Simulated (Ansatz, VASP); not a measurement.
**Two plane-wave programs on Mn**

Contents of POSCAR:

```
Mn
1.0
   -1.4321439648      1.4321439648      1.4321439648
    1.4321439648     -1.4321439648      1.4321439648
    1.4321439648      1.4321439648     -1.4321439648
Mn
1
Direct
    0.0000000000      0.0000000000      0.0000000000
```

The input INCAR.step1:

```
  PREC = Accurate
  ENCUT = 600
  ISMEAR = -1
  SIGMA = 0.05
  LREAL = F
  LASPH = T
  NELM = 150
  ISPIN = 2
  MAGMOM = 3
  LMAXMIX = 4
  GGA = PE
  ALGO = Normal
  EDIFF = 1E-4
  LWAVE = T
  LCHARG = F
```

The input INCAR.step2:

```
  PREC = Accurate
  ENCUT = 600
  EDIFF = 1E-6
  ISMEAR = -1
  SIGMA = 0.05
  LREAL = F
  LASPH = T
  NELM = 150
  ALGO = Normal
  ISIF = 3
  LWAVE = F
  LCHARG = F
  ISPIN = 2
  MAGMOM = 3
  LORBIT = 11
  LMAXMIX = 4
  METAGGA = R2SCAN
  LMIXTAU = T
  IBRION = 2
  NSW = 80
  EDIFFG = -0.01
  ISTART = 1
```

The input KPOINTS:

```
Automatic mesh
0
Gamma
  15 15 15
```

Input for Ansatz:

```yaml
crystal:
  lattice:
    - [-1.4321439648, 1.4321439648, 1.4321439648]
    - [1.4321439648, -1.4321439648, 1.4321439648]
    - [1.4321439648, 1.4321439648, -1.4321439648]
  atoms:
    - { symbol: Mn, position: [0.0, 0.0, 0.0], spin: 3.0 }
hamiltonian:
  xc: r2scan
  pseudopotentials:
    kind: paw
    azcp:
      Mn: "pseudopotentials/Mn.paw.azcp"
basis:
  ecutwfc: 500
  fft_grid_basis: typed
kpoints:
  mp_grid: { grid: [15, 15, 15], shift: [0, 0, 0] }
magnetization:
  spin_polarized: true
scf:
  occupations: { method: fermi_dirac, width: 0.05 }
relax:
  max_steps: 60
  f_tol: 0.01
  cell: {}
```

Alike in both runs: task relaxation of cell and atoms; functional r2SCAN; k mesh 15 × 15 × 15; occupations fermi-dirac, width 0.05 eV; collinear spin.

|  | VASP | Ansatz |
| --- | --- | --- |
| version | VASP 6.6.1 | Ansatz 0.2.0 |
| potentials or method | VASP PAW PBE potentials, release 64 (Mn_pv), cutoff 600 eV | plane waves (500 eV) with PAW, scalar-relativistic |
| valence electrons in the cell | 13 | 15 |

|  | VASP | Ansatz | Ansatz less VASP |
| --- | --- | --- | --- |
| net moment per atom (μB) | 1.15 | 1.15 | -0.006 |
| size of the moment on the site where the two differ most (μB) | 1.18 | 1.19 | +0.008 |
| relaxed volume (Å³/atom) | 10.83 | 10.83 | +0.001 |
| relaxed cell length with the largest relative difference (Å) | 2.414 | 2.414 | +0.0001 |

VASP's potentials were made for PBE, not for r2SCAN. Site moments also hang on the region over which each program counts them. VASP's potentials hold 13 valence electrons a cell and Ansatz's 15, so a difference there can come from the potentials and not from the codes.
